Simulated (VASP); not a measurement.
# CaO (P4/mmm) in VASP: notebook

Runs on CaO. Level: r2SCAN. Tasks: single point.

All numbers are computed with VASP 6.6.1; they aren't measurements. Logs are shortened: lines on timing, memory, paths and dates and some standing lists are left out, and cuts for length are marked.

### 1 The cell of the first run

The structure is tetragonal, space group P4/mmm (No. 123). Conventional cell: a = 2.903 Å, b = 2.903 Å, c = 2.994 Å, α = 90.00°, β = 90.00°, γ = 90.00°. Within 3.4 Å of Ca (site symmetry 4/mmm) lie 8 O at 2.54 Å and 6 Ca at 2.90 to 2.99 Å. O (site symmetry 4/mmm) has 8 Ca at 2.54 Å and 6 O at 2.90 to 2.99 Å within 3.4 Å.

### 2 Single point, r2SCAN (uniaxial x strain +3.1%)

Contents of POSCAR:

```
CaO
1.0
    2.9943697263      0.0000000000      0.0000000000
    0.0000000000      2.9032089648      0.0000000000
    0.0000000000      0.0000000000      2.9032089648
Ca O
1 1
Direct
    0.0000000000      0.0000000000      0.0000000000
    0.5000000000      0.5000000000      0.5000000000
```

Contents of INCAR.step1:

```
SYSTEM = CaO
PREC = Accurate
ENCUT = 520
ISMEAR = 0
SIGMA = 0.01
LREAL = .FALSE.
LASPH = .TRUE.
NELM = 80
NBANDS = 15
GGA = PE
ALGO = Normal
EDIFF = 1E-4
LWAVE = .TRUE.
LCHARG = .FALSE.
```

Contents of INCAR.step2:

```
SYSTEM = CaO
PREC = Accurate
ENCUT = 520
EDIFF = 1E-6
ISMEAR = 0
SIGMA = 0.01
LREAL = .FALSE.
LASPH = .TRUE.
NELM = 80
ALGO = Normal
ISIF = 2
LWAVE = .FALSE.
LCHARG = .FALSE.
METAGGA = R2SCAN
LMIXTAU = .TRUE.
NBANDS = 15
ISTART = 1
```

Contents of KPOINTS:

```
Automatic mesh
0
G
  8 8 8
  0 0 0
```

Potentials or basis: VASP PAW PBE potentials, release 64 (Ca_sv, O).

Run with:

```sh
$ cat potpaw_PBE.64/Ca_sv/POTCAR potpaw_PBE.64/O/POTCAR > POTCAR
$ cp INCAR.step1 INCAR
$ mpirun -np 1 vasp_std > vasp.out
$ cp INCAR.step2 INCAR
$ mpirun -np 1 vasp_std > vasp.out
```

OUTCAR:

```text
SYSTEM = CaO
   PREC = Accurate
   ENCUT = 520
   EDIFF = 1E-6
   ISMEAR = 0
   LREAL = .FALSE.
   LASPH = .TRUE.
   NELM = 80
   ISIF = 2
   METAGGA = R2SCAN
   ISTART = 1

 ion  position               nearest neighbor table
   1  0.000  0.000  0.000-   2 2.54   2 2.54   2 2.54   2 2.54   2 2.54   2 2.54   2 2.54   2 2.54

   2  0.500  0.500  0.500-   1 2.54   1 2.54   1 2.54   1 2.54   1 2.54   1 2.54   1 2.54   1 2.54

  LATTYP: Found a simple tetragonal cell.
 ALAT       =     2.9032089648
 C/A-ratio  =     1.0314000000

  Lattice vectors:

 A1 = (   0.0000000000,   2.9032089648,   0.0000000000)
 A2 = (   0.0000000000,   0.0000000000,   2.9032089648)
 A3 = (   2.9943697263,   0.0000000000,   0.0000000000)

Analysis of symmetry for initial positions (statically):
=====================================================================
 Subroutine PRICEL returns:
 Original cell was already a primitive cell.

 Routine SETGRP: Setting up the symmetry group for a
 simple tetragonal supercell.

 Subroutine GETGRP returns: Found 16 space group operations
 (whereof 16 operations were pure point group operations)
 out of a pool of 16 trial point group operations.

The static configuration has the point symmetry D_4h.

Analysis of symmetry for dynamics (positions and initial velocities):
=====================================================================
 Subroutine PRICEL returns:
 Original cell was already a primitive cell.

 Routine SETGRP: Setting up the symmetry group for a
 simple tetragonal supercell.

 Subroutine GETGRP returns: Found 16 space group operations
 (whereof 16 operations were pure point group operations)
 out of a pool of 16 trial point group operations.

The dynamic configuration has the point symmetry D_4h.

 Subroutine INISYM returns: Found 16 space group operations
 (whereof 16 operations are pure point group operations),
 and found     1 'primitive' translations

----------------------------------------------------------------------------------------

                                     Primitive cell

  volume of cell :      25.2384

  direct lattice vectors                    reciprocal lattice vectors
     2.994369726  0.000000000  0.000000000     0.333960096  0.000000000  0.000000000
     0.000000000  2.903208965  0.000000000     0.000000000  0.344446443  0.000000000
     0.000000000  0.000000000  2.903208965     0.000000000  0.000000000  0.344446443

  length of vectors
     2.994369726  2.903208965  2.903208965     0.333960096  0.344446443  0.344446443

  position of ions in fractional coordinates (direct lattice)
     0.000000000  0.000000000  0.000000000
     0.500000000  0.500000000  0.500000000

  ion indices of the primitive-cell ions
   primitive index   ion index
                 1           1
                 2           2

----------------------------------------------------------------------------------------

 KPOINTS: Automatic mesh

Automatic generation of k-mesh.
 Grid dimensions read from file:
 generate k-points for:    8    8    8

 Generating k-lattice:

  Cartesian coordinates                     Fractional coordinates (reciprocal lattice)
     0.041745012  0.000000000  0.000000000     0.125000000  0.000000000  0.000000000
     0.000000000  0.043055805  0.000000000     0.000000000  0.125000000  0.000000000
     0.000000000  0.000000000  0.043055805     0.000000000  0.000000000  0.125000000

  Length of vectors
     0.041745012  0.043055805  0.043055805

  Shift w.r.t. Gamma in fractional coordinates (k-lattice)
     0.000000000  0.000000000  0.000000000

 Subroutine IBZKPT returns following result:
 ===========================================

 Found     75 irreducible k-points:

 Following reciprocal coordinates:
            Coordinates               Weight
  0.000000  0.000000  0.000000      1.000000
  0.125000  0.000000  0.000000      2.000000
  0.250000  0.000000  0.000000      2.000000
  0.375000  0.000000  0.000000      2.000000
  0.500000  0.000000  0.000000      1.000000
  0.000000  0.125000  0.000000      4.000000
[... 16 lines left out ...]
  0.250000  0.500000  0.000000      4.000000
  0.375000  0.500000  0.000000      4.000000
 [... further k-points ...]
   k-points           NKPTS =     75   k-points in BZ     NKDIM =     75   number of bands    NBANDS=     15
   number of dos      NEDOS =    301   number of ions     NIONS =      2
   total plane-waves  NPLWV =  13824
   dimension x,y,z NGX =    24 NGY =   24 NGZ =   24
   dimension x,y,z NGXF=    48 NGYF=   48 NGZF=   48
   ions per type =               1   1
   NGX,Y,Z   is equivalent  to a cutoff of  13.32, 13.74, 13.74 a.u.
   NGXF,Y,Z  is equivalent  to a cutoff of  26.65, 27.49, 27.49 a.u.
 SYSTEM =  CaO
   PREC   = accura    normal or accurate (medium, high low for compatibility)
   ISTART =      1    job   : 0-new  1-cont  2-samecut
   ICHARG =      0    charge: 1-file 2-atom 10-const
   ISPIN  =      1    spin polarized calculation?
   LNONCOLLINEAR =      F non collinear calculations
   LSORBIT =      F    spin-orbit coupling
   LASPH  =      T    aspherical Exc in radial PAW
   ENCUT  =  520.0 eV  38.22 Ry    6.18 a.u.   5.57  5.40  5.40*2*pi/ulx,y,z
   NELM   =     80;   NELMIN=  2; NELMDL=  0     # of ELM steps
   EDIFF  = 0.1E-05   stopping-criterion for ELM
   LREAL  =      F    real-space projection
   EDIFFG = 0.1E-04   stopping-criterion for IOM
   NSW    =      0    number of steps for IOM
   IBRION =     -1    ionic relax: 0-MD 1-quasi-New 2-CG
   NFREE  =      0    steps in history (QN), initial steepest desc. (CG)
   ISIF   =      2    stress and relaxation
   ISYM   =      2    0-nonsym 1-usesym 2-fastsym
   POTIM  = 0.5000    time-step for ionic-motion
   TEBEG  =    0.0;   TEEND  =   0.0 temperature during run
   PSTRESS=    0.0 pullay stress
   NELECT =      16.0000    total number of electrons
   NUPDOWN=      -1.0000    fix difference up-down
   EMIN   =  10.00;   EMAX   =-10.00  energy-range for DOS
   EFERMI =   0.00;   METHOD = LEGACY
   ISMEAR =     0;   SIGMA  =   0.01  broadening in eV -4-tet -1-fermi 0-gaus
   EFERMI_NEDOS =   21; number of points for ismear=-14 and -15
   IALGO  =     38    algorithm
   IMIX   =      4    mixing-type and parameters
     AMIX     =   0.40;   BMIX     =  1.00
     AMIX_MAG =   1.60;   BMIX_MAG =  1.00
  volume/ion in A,a.u.               =      12.62        85.16
  Fermi-wavevector in a.u.,A,eV,Ry     =   1.406352  2.657621 26.909970  1.977827
  Thomas-Fermi vector in A             =   2.528721
   LORBIT       =      0    0 simple, 1 ext, 2 COOP (PROOUT), +10 PAW based schemes
   METAGGA = R2SCAN    functional components
   LHFCALC =     F    Hartree Fock is set to
   AEXX    =    0.0000 exact exchange contribution
   IVDW    =     0    specifies the selected vdW correction
   LEPSILON=     F    determine dielectric tensor
   LRPA    =     F    only Hartree local field effects (RPA)
 non-spin polarized calculation
 Gauss-broadening in eV      SIGMA  =   0.01
  energy-cutoff  :      520.00
  volume of cell :       25.24
 maximum number of plane-waves:       707
 NGX is ok and might be reduce to    24
   NGX = 11   NGY = 11   NGZ = 11

 number of electron      15.9999995 magnetization

 Free energy of the ion-electron system (eV)
  ---------------------------------------------------
  ext. energy  EPLUGINS =         0.00000000
  ---------------------------------------------------
  free energy    TOTEN  =       -18.48333335 eV

  energy without entropy =      -18.48333335  energy(sigma->0) =      -18.48333335

 E-fermi :   3.8966     XC(G=0): -11.7255

 val. band max:        3.7840259347   @ k =   0.5000   0.5000   0.0000
 cond. band min:       6.9605043496   @ k =   0.0000   0.0000   0.0000
 fundamental gap:      3.1764784149
 Fermi energy:         3.8966355612

 k-point     1 :       0.0000    0.0000    0.0000
  band No.  band energies     occupation
      1     -37.2155      2.00000
      2     -16.8669      2.00000
      3     -16.8117      2.00000
      4     -16.8117      2.00000
      5     -13.6202      2.00000
      6       3.2084      2.00000
      7       3.4873      2.00000
      8       3.4873      2.00000
      9       6.9605      0.00000
     10       6.9686      0.00000
     11       9.4466      0.00000
     12      12.5177      0.00000
     13      12.5177      0.00000
     14      12.6686      0.00000
     15      23.5189      0.00000

 k-point     2 :       0.1250    0.0000    0.0000
  band No.  band energies     occupation
      1     -37.1978      2.00000
      2     -17.0950      2.00000
      3     -16.7979      2.00000
      4     -16.7979      2.00000
      5     -13.4233      2.00000
      6       2.5325      2.00000
      7       3.4211      2.00000
      8       3.4211      2.00000
      9       7.0684      0.00000
     10       7.6024      0.00000
     11      10.0630      0.00000
     12      12.4944      0.00000
     13      12.4944      0.00000
     14      12.7028      0.00000
     15      22.7782      0.00000

 k-point     3 :       0.2500    0.0000    0.0000
  band No.  band energies     occupation
      1     -37.1548      2.00000
      2     -17.5723      2.00000
      3     -16.7644      2.00000
      4     -16.7644      2.00000
      5     -13.0102      2.00000
      6       1.3097      2.00000
      7       3.2594      2.00000
      8       3.2594      2.00000
      9       7.3463      0.00000
     10       9.0041      0.00000
     11      11.4637      0.00000
     12      12.4604      0.00000
     13      12.4604      0.00000
     14      12.7864      0.00000
     15      21.0977      0.00000
[... 343 lines left out ...]
 k-point    23 :       0.2500    0.5000    0.0000
  band No.  band energies     occupation
      1     -36.9968      2.00000
      2     -18.0420      2.00000
      3     -17.1694      2.00000
      4     -16.6539      2.00000
      5     -12.7166      2.00000
      6       0.7370      2.00000
      7       2.0995      2.00000
      8       3.4088      2.00000
      9       8.3570      0.00000
     10      10.2136      0.00000
     11      11.4780      0.00000
     12      11.8208      0.00000
     13      11.9971      0.00000
     14      16.7437      0.00000
     15      18.0531      0.00000

 k-point    24 :       0.3750    0.5000    0.0000
  band No.  band energies     occupation
      1     -36.9582      2.00000
      2     -17.8644      2.00000
      3     -17.4600      2.00000
      4     -16.6281      2.00000
      5     -12.9040      2.00000
      6       1.2846      2.00000
      7       1.7424      2.00000
      8       3.6675      2.00000
      9       8.1726      0.00000
     10       9.3749      0.00000
     11      10.9578      0.00000
     12      11.2270      0.00000
     13      13.1331      0.00000
     14      18.0830      0.00000
     15      18.1309      0.00000

 [... further k-points ...]
[... 5 lines left out ...]
  --------------------------------------------------------------------------------------
  -------------------------------------------------------------------------------------
  Total       -1.6844079      0.2269316      0.2269316      0.0000000      0.0000000      0.0000000
  in kB     -106.9290843     14.4060023     14.4060023      0.0000000      0.0000000      0.0000000
  external PRESSURE =     -26.0390266 kB  Pullay stress =       0.0000000 kB

 VOLUME and BASIS-vectors are now :
 -----------------------------------------------------------------------------
  energy-cutoff  :      520.00
  volume of cell :       25.24
      direct lattice vectors                 reciprocal lattice vectors
     2.994369726  0.000000000  0.000000000     0.333960096  0.000000000  0.000000000
     0.000000000  2.903208965  0.000000000     0.000000000  0.344446443  0.000000000
     0.000000000  0.000000000  2.903208965     0.000000000  0.000000000  0.344446443

 POSITION                                       TOTAL-FORCE (eV/Angst)
 -----------------------------------------------------------------------------------
      0.00000      0.00000      0.00000         0.000000      0.000000      0.000000
      1.49718      1.45160      1.45160         0.000000      0.000000      0.000000
 -----------------------------------------------------------------------------------
    total drift:                                0.000000      0.000000     -0.000000

  FREE ENERGIE OF THE ION-ELECTRON SYSTEM (eV)
  ---------------------------------------------------
  free  energy   TOTEN  =       -18.4833333509 eV

  energy  without entropy=      -18.4833333509  energy(sigma->0) =      -18.48333335
```

Wall time 3.5 min (1 thread of AMD EPYC, shared host); peak memory 0.13 GiB.

Results:

- Free energy: -18.4833 eV
- Pressure: -2.6 GPa
- Band gap on the k mesh: 3.18 eV (least direct gap 3.47 eV)

Caveat: the cell differs from its parent crystal (uniaxial x strain +3.1%); the PAW data sets were made with another functional, which shifts forces and pressure a little. A k mesh can miss the band edges.

### 3 Single point, r2SCAN (biaxial xy strain +2.4%)

Contents of POSCAR:

```
CaO
1.0
    2.9723053381      0.0000000000      0.0000000000
    0.0000000000      2.9723053381      0.0000000000
    0.0000000000      0.0000000000      2.9032089648
Ca O
1 1
Direct
    0.0000000000      0.0000000000      0.0000000000
    0.5000000000      0.5000000000      0.5000000000
```

Contents of INCAR.step1:

```
SYSTEM = CaO
PREC = Accurate ; ENCUT = 520
ISMEAR = 0 ; SIGMA = 0.01
LREAL = .FALSE. ; LASPH = .TRUE.
NELM = 100 ; NBANDS = 15
GGA = PE ; ALGO = Normal
EDIFF = 1E-4 ; LWAVE = .TRUE.
LCHARG = .FALSE.
```

Contents of INCAR.step2:

```
SYSTEM = CaO
PREC = Accurate ; ENCUT = 520
EDIFF = 1E-7 ; ISMEAR = 0
SIGMA = 0.01 ; LREAL = .FALSE.
LASPH = .TRUE. ; NELM = 100
ALGO = Normal ; ISIF = 2
LWAVE = .FALSE. ; LCHARG = .TRUE.
METAGGA = R2SCAN ; LMIXTAU = .TRUE.
LELF = .TRUE. ; LVHAR = .TRUE.
NBANDS = 15 ; ISTART = 1
```

Contents of KPOINTS:

```
regular mesh
0
G
  8 8 8
  0 0 0
```

Potentials or basis: VASP PAW PBE potentials, release 64 (Ca_sv, O).

Run with:

```sh
$ cat potpaw_PBE.64/Ca_sv/POTCAR potpaw_PBE.64/O/POTCAR > POTCAR
$ cp INCAR.step1 INCAR
$ mpirun -np 1 vasp_std > vasp.out
$ cp INCAR.step2 INCAR
$ mpirun -np 1 vasp_std > vasp.out
```

Wall time 3.9 min (1 thread of AMD EPYC, shared host); peak memory 0.13 GiB.

The run converged. Its results:

| Property | Result |
| --- | --- |
| Free energy | -18.4833 eV |
| Pressure | -4.3 GPa |
| Band gap on the k mesh | 3.14 eV (least direct gap 3.43 eV) |

Stress tensor (GPa, compression positive):
```
-7.32  0.00  0.00
 0.00 -7.32  0.00
 0.00  0.00  1.67
```

Levels at points of the mesh, in eV from the valence-band top:
```csv
k point,band 5,band 6,band 7,band 8,band 9,band 10,band 11,band 12
"(0.00, 0.00, 0.00)",-17.40,-0.50,-0.50,-0.29,3.14,3.16,5.43,8.57
"(0.50, 0.00, 0.00)",-16.32,-3.79,-0.97,-0.69,4.04,7.31,8.43,8.45
"(0.50, 0.50, 0.00)",-16.79,-2.24,-2.24,0.00,4.10,5.28,7.05,7.05
"(0.00, 0.00, 0.50)",-16.31,-3.76,-0.93,-0.93,4.21,7.57,8.23,8.23
"(0.50, 0.00, 0.50)",-16.73,-2.25,-2.19,-0.18,4.31,4.94,6.70,6.91
"(0.50, 0.50, 0.50)",-16.28,-3.38,-3.38,-3.36,8.09,8.09,8.30,10.02
```

Caveat: the cell differs from its parent crystal (biaxial xy strain +2.4%); the cell stands under tension; the PAW data sets were made with another functional, which shifts forces and pressure a little. A k mesh can miss the band edges.
